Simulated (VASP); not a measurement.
Here is a VASP 6.6.1 calculation.

INCAR

```
SYSTEM = Al12H
ALGO = Normal
DIPOL = 0.5 0.5 0.328
EDIFF = 1E-6
ENCUT = 520
GGA = PE
IDIPOL = 3
ISIF = 2
ISMEAR = 0
LASPH = .TRUE.
LCHARG = .TRUE.
LDIPOL = .TRUE.
LELF = .TRUE.
LREAL = .FALSE.
LVACPOTAV = .TRUE.
LVHAR = .TRUE.
LWAVE = .FALSE.
NBANDS = 30
NELM = 60
PREC = Accurate
SIGMA = 0.1
```

The input KPOINTS:

```
k-points
0
G
  6 6 1
  0 0 0
```

File POSCAR:

```
Al12H
1.0
    5.7143028096      0.0000000000      0.0000000000
   -2.8571514048      4.9487313980      0.0000000000
    0.0000000000      0.0000000000     20.1016424764
Al H
12 1
Direct
    0.3333333333      0.1666666667      0.1989887147
    0.3333333333      0.6666666667      0.1989887147
    0.8333333333      0.1666666667      0.1989887147
    0.8333333333      0.6666666667      0.1989887147
    0.1666666667      0.3333333333      0.3134533099
    0.1666666667      0.8333333333      0.3134533099
    0.6666666667      0.3333333333      0.3134533099
    0.6666666667      0.8333333333      0.3134533099
    0.0000000000      0.0000000000      0.4279074452
    0.0000000000      0.5000000000      0.4279074452
    0.5000000000      0.0000000000      0.4279074452
    0.5000000000      0.5000000000      0.4279074452
    0.0000000000      0.0000000000      0.5088464066
```

Potentials or basis: VASP PAW PBE potentials, release 64 (Al, H).

Run with:

```sh
$ cat potpaw_PBE.64/Al/POTCAR potpaw_PBE.64/H/POTCAR > POTCAR
$ mpirun -np 1 vasp_std > vasp.out
```

(1) Estimate the largest force.

(2) Predict the band gap on the k mesh.

Results:

(1) 0.570 eV/Å.

(2) zero (an odd number of electrons rules out a gap without spin polarisation).
